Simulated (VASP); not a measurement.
# C (P6_3/mmc) in VASP: a series of runs, part 2 of 2

VASP 6.6.1. Earlier steps stand in the parts before.

## (3) Single point, PBE

Input file INCAR:

```
PREC     = Accurate       # precision mode
ENCUT    = 520            # plane-wave cutoff, eV
EDIFF    = 1E-6           # SCF threshold, eV
ISMEAR   = 1              # smearing method
SIGMA    = 0.01           # smearing width, eV
LREAL    = F              # projectors in reciprocal space
LASPH    = T              # aspherical terms in the spheres
NELM     = 60             # most SCF steps
ALGO     = Normal         # electronic algorithm
ISIF     = 2              # what is computed and relaxed
LWAVE    = F              # write WAVECAR
LCHARG   = F              # write CHGCAR
GGA      = PE             # functional
NBANDS   = 16             # bands
```

Input file KPOINTS:

```
Automatic mesh
0
Gamma
  15 15 4
```

Input file POSCAR:

```
C
1.0
    2.4665665061      0.0000000000      0.0000000000
   -1.2332832531      2.1361092544      0.0000000000
    0.0000000000      0.0000000000      8.5267424969
C
4
Direct
    1.0000000000      1.0000000000      0.2500000000
    0.0000000000      0.0000000000      0.7500000000
    0.3333333333      0.6666666667      0.2500000000
    0.6666666667      0.3333333333      0.7500000000
```

Potentials or basis: VASP PAW PBE potentials, release 64 (C).

The run is started by

```
$ cat potpaw_PBE.64/C/POTCAR > POTCAR
$ mpirun -np 1 vasp_std > vasp.out
```

OUTCAR:

```text
PREC = Accurate
   ENCUT = 520
   EDIFF = 1E-6
   ISMEAR = 1
   LREAL = F
   LASPH = T
   NELM = 60
   ISIF = 2
   GGA = PE

 ion  position               nearest neighbor table
   1  0.000  0.000  0.250-   3 1.42   3 1.42   3 1.42
   2  0.000  0.000  0.750-   4 1.42   4 1.42   4 1.42
   3  0.333  0.667  0.250-   1 1.42   1 1.42   1 1.42
   4  0.667  0.333  0.750-   2 1.42   2 1.42   2 1.42

  LATTYP: Found a hexagonal cell.
 ALAT       =     2.4665665061
 C/A-ratio  =     3.4569278695

  Lattice vectors:

 A1 = (   2.4665665061,   0.0000000000,   0.0000000000)
 A2 = (  -1.2332832531,   2.1361092544,   0.0000000000)
 A3 = (   0.0000000000,   0.0000000000,   8.5267424969)

Analysis of symmetry for initial positions (statically):
=====================================================================
 Subroutine PRICEL returns:
 Original cell was already a primitive cell.

 Routine SETGRP: Setting up the symmetry group for a
 hexagonal supercell.

 Subroutine GETGRP returns: Found 24 space group operations
 (whereof 12 operations were pure point group operations)
 out of a pool of 24 trial point group operations.

The static configuration has the point symmetry D_3d.
 The point group associated with its full space group is D_6h.

Analysis of symmetry for dynamics (positions and initial velocities):
=====================================================================
 Subroutine PRICEL returns:
 Original cell was already a primitive cell.

 Routine SETGRP: Setting up the symmetry group for a
 hexagonal supercell.

 Subroutine GETGRP returns: Found 24 space group operations
 (whereof 12 operations were pure point group operations)
 out of a pool of 24 trial point group operations.

The dynamic configuration has the point symmetry D_3d.
 The point group associated with its full space group is D_6h.

[... 115 lines left out ...]
   EMIN   =  10.00;   EMAX   =-10.00  energy-range for DOS
   EFERMI =   0.00;   METHOD = LEGACY
   ISMEAR =     1;   SIGMA  =   0.01  broadening in eV -4-tet -1-fermi 0-gaus
   EFERMI_NEDOS =   21; number of points for ismear=-14 and -15
   IALGO  =     38    algorithm
   IMIX   =      4    mixing-type and parameters
     AMIX     =   0.40;   BMIX     =  1.00
     AMIX_MAG =   1.60;   BMIX_MAG =  1.00
  volume/ion in A,a.u.               =      11.23        75.79
  Fermi-wavevector in a.u.,A,eV,Ry     =   1.160419  2.192875 18.321243  1.346573
  Thomas-Fermi vector in A             =   2.297002
   LORBIT       =      0    0 simple, 1 ext, 2 COOP (PROOUT), +10 PAW based schemes
   GGA     = PE    functional components
   LHFCALC =     F    Hartree Fock is set to
   AEXX    =    0.0000 exact exchange contribution
   IVDW    =     0    specifies the selected vdW correction
   LEPSILON=     F    determine dielectric tensor
   LRPA    =     F    only Hartree local field effects (RPA)
 non-spin polarized calculation
 Methfessel and Paxton  Order N= 1 SIGMA  =   0.01
  energy-cutoff  :      520.00
  volume of cell :       44.93
 maximum number of plane-waves:      1232
   NGX =  9   NGY =  9   NGZ = 31

 number of electron      15.9999993 magnetization

 Free energy of the ion-electron system (eV)
  ---------------------------------------------------
  ext. energy  EPLUGINS =         0.00000000
  ---------------------------------------------------
  free energy    TOTEN  =       -36.90082092 eV

  energy without entropy =      -36.90075861  energy(sigma->0) =      -36.90080015

 E-fermi :   2.7916     XC(G=0):  -8.7222

 val. band max:        2.7912052846   @ k =   0.3333   0.3333   0.5000
 cond. band min:       2.7916925232   @ k =   0.3333   0.3333   0.2500
 fundamental gap:      0.0004872386
 Fermi energy:         2.7915922507

 k-point     1 :       0.0000    0.0000    0.0000
  band No.  band energies     occupation
      1     -16.7403      2.00000
      2     -16.7044      2.00000
      3      -5.0542      2.00000
      4      -4.5718      2.00000
      5      -0.2523      2.00000
      6      -0.2523      2.00000
[... 433 lines left out ...]
      3      -9.8897      2.00000
      4      -9.8822      2.00000
      5      -6.0530      2.00000
      6      -6.0435      2.00000
[... 8 lines left out ...]
     15      14.3026      0.00000
     16      14.5585      0.00000

 [... further k-points ...]
[... 5 lines left out ...]
  --------------------------------------------------------------------------------------
  -------------------------------------------------------------------------------------
  Total        0.1556015      0.1556015     -0.0096870     -0.0000000      0.0000000      0.0000000
  in kB        5.5491301      5.5491301     -0.3454617     -0.0000000      0.0000000      0.0000000
  external PRESSURE =       3.5842662 kB  Pullay stress =       0.0000000 kB

 VOLUME and BASIS-vectors are now :
 -----------------------------------------------------------------------------
  energy-cutoff  :      520.00
  volume of cell :       44.93
      direct lattice vectors                 reciprocal lattice vectors
     2.466566506  0.000000000  0.000000000     0.405421868  0.234070425  0.000000000
    -1.233283253  2.136109254  0.000000000     0.000000000  0.468140849  0.000000000
     0.000000000  0.000000000  8.526742497     0.000000000  0.000000000  0.117278081

 POSITION                                       TOTAL-FORCE (eV/Angst)
 -----------------------------------------------------------------------------------
      0.00000      0.00000      2.13169         0.000000      0.000000     -0.000000
      0.00000      0.00000      6.39506        -0.000000      0.000000      0.000000
     -0.00000      1.42407      2.13169        -0.000000      0.000000     -0.000000
      1.23328      0.71204      6.39506         0.000000     -0.000000      0.000000
 -----------------------------------------------------------------------------------
    total drift:                                0.000000     -0.000000      0.000000

  FREE ENERGIE OF THE ION-ELECTRON SYSTEM (eV)
  ---------------------------------------------------
  free  energy   TOTEN  =       -36.9008209231 eV

  energy  without entropy=      -36.9007586079  energy(sigma->0) =      -36.90080015
```

OSZICAR:

```text
N       E                     dE             d eps       ncg     rms          rms(c)
DAV:   1     0.460274045135E+02    0.46027E+02   -0.76412E+03  2600   0.895E+02
DAV:   2    -0.356932224020E+02   -0.81721E+02   -0.73533E+02  3584   0.192E+02
DAV:   3    -0.393529618809E+02   -0.36597E+01   -0.36321E+01  3480   0.393E+01
DAV:   4    -0.393931146944E+02   -0.40153E-01   -0.40130E-01  3272   0.494E+00
DAV:   5    -0.393938643041E+02   -0.74961E-03   -0.74951E-03  3464   0.645E-01    0.892E+00
DAV:   6    -0.375341753314E+02    0.18597E+01   -0.13616E+00  3016   0.690E+00    0.523E+00
DAV:   7    -0.368880992420E+02    0.64608E+00   -0.17348E+00  3208   0.785E+00    0.143E+00
DAV:   8    -0.369009873189E+02   -0.12888E-01   -0.65366E-02  3080   0.148E+00    0.199E-01
DAV:   9    -0.369004867276E+02    0.50059E-03   -0.11602E-03  3496   0.230E-01    0.110E-01
DAV:  10    -0.369008162620E+02   -0.32953E-03   -0.10184E-03  2904   0.194E-01    0.597E-02
DAV:  11    -0.369008181798E+02   -0.19178E-05   -0.19504E-05  3456   0.292E-02    0.114E-02
DAV:  12    -0.369008205802E+02   -0.24003E-05   -0.18961E-06  2984   0.122E-02    0.376E-03
DAV:  13    -0.369008209231E+02   -0.34294E-06   -0.37268E-07  2632   0.448E-03
   1 F= -.36900821E+02 E0= -.36900800E+02  d E =-.623152E-04
```

stdout:

```text
POSCAR found type information on POSCAR C
 POSCAR found :  1 types and       4 ions
 scaLAPACK will be used
 LDA part: xc-table for (Slater+PW92), standard interpolation
 POSCAR, INCAR and KPOINTS ok, starting setup
 FFT: planning ... GRIDC
 FFT: planning ... GRID_SOFT
 FFT: planning ... GRID
 WAVECAR not read
 entering main loop
```

Wall time 54 s (1 thread of Intel Xeon 8259CL, shared host); peak memory 0.17 GiB.

What came out:

```
Free energy            : -36.9008 eV
Pressure               : 0.4 GPa
Band gap on the k mesh : zero (filled and empty bands touch)
```

Levels at points of the mesh, in eV from the Fermi level:
```csv
k point,band 4,band 5,band 6,band 7,band 8,band 9,band 10,band 11,band 12,band 13
"(0.00, 0.00, 0.00)",-7.36,-3.04,-3.04,-3.04,-3.04,3.09,6.39,8.30,8.30,8.31
"(0.00, 0.00, 0.50)",-7.61,-3.04,-3.04,-3.04,-3.04,4.35,4.35,8.30,8.30,8.30
```

Caveat: this functional lacks dispersion, which binds the layers, so the pressure and a relaxed spacing across them are unreliable.

## (4) Single point, PBE

Input file INCAR:

```
SYSTEM = C
PREC = Accurate ; ENCUT = 520
EDIFF = 1E-6 ; ISMEAR = 1
SIGMA = 0.03 ; LREAL = .FALSE.
LASPH = .TRUE. ; NELM = 60
ALGO = Normal ; ISIF = 2
LWAVE = .FALSE. ; LCHARG = .TRUE.
GGA = PE ; LELF = .TRUE.
LVHAR = .TRUE. ; NBANDS = 16
```

Input file KPOINTS:

```
Automatic mesh
0
G
  15 15 4
  0 0 0
```

POSCAR is that of step 3.

The run is started by

```
$ cat potpaw_PBE.64/C/POTCAR > POTCAR
$ mpirun -np 1 vasp_std > vasp.out
```

Run time: 69 s. Hardware: 1 thread of Intel Xeon 8259CL, shared host; peak memory 0.17 GiB.

The run converged. Its results:

```yaml
Free_energy: -36.9009 eV
Pressure: 0.4 GPa
Band_gap_on_the_k_mesh: zero (filled and empty bands touch)
```

Stress tensor (GPa, compression positive):
```
 0.55  0.00  0.00
 0.00  0.55  0.00
 0.00  0.00 -0.04
```

Levels at points of the mesh, in eV from the Fermi level:
```csv
k point,band 5,band 6,band 7,band 8,band 9,band 10,band 11,band 12
"(0.00, 0.00, 0.00)",-3.04,-3.04,-3.04,-3.04,3.09,6.39,8.30,8.30
"(0.00, 0.00, 0.50)",-3.04,-3.04,-3.04,-3.04,4.35,4.35,8.30,8.30
```

Caveat: this functional lacks dispersion, which binds the layers, so the pressure and a relaxed spacing across them are unreliable.

## (5) Summary

```tsv
smearing	gap on the mesh (eV)	pressure (GPa)
gaussian 1 eV	none	0.5
methfessel-paxton 0.01 eV	none	0.4
methfessel-paxton 0.03 eV	none	0.4
```

Alike in all rows: task single point; level PBE; potentials or basis VASP PAW PBE potentials, release 64 (C); no spin polarisation; cell as given; k mesh 15 × 15 × 4; cutoff (eV) 520.

Caveats: this functional lacks dispersion, which binds the layers, so the pressure and a relaxed spacing across them are unreliable; so wide a smearing shifts energies and pressures (at least some runs).

Total energies depend on the potentials used, so only differences within one code and one set of settings carry meaning.
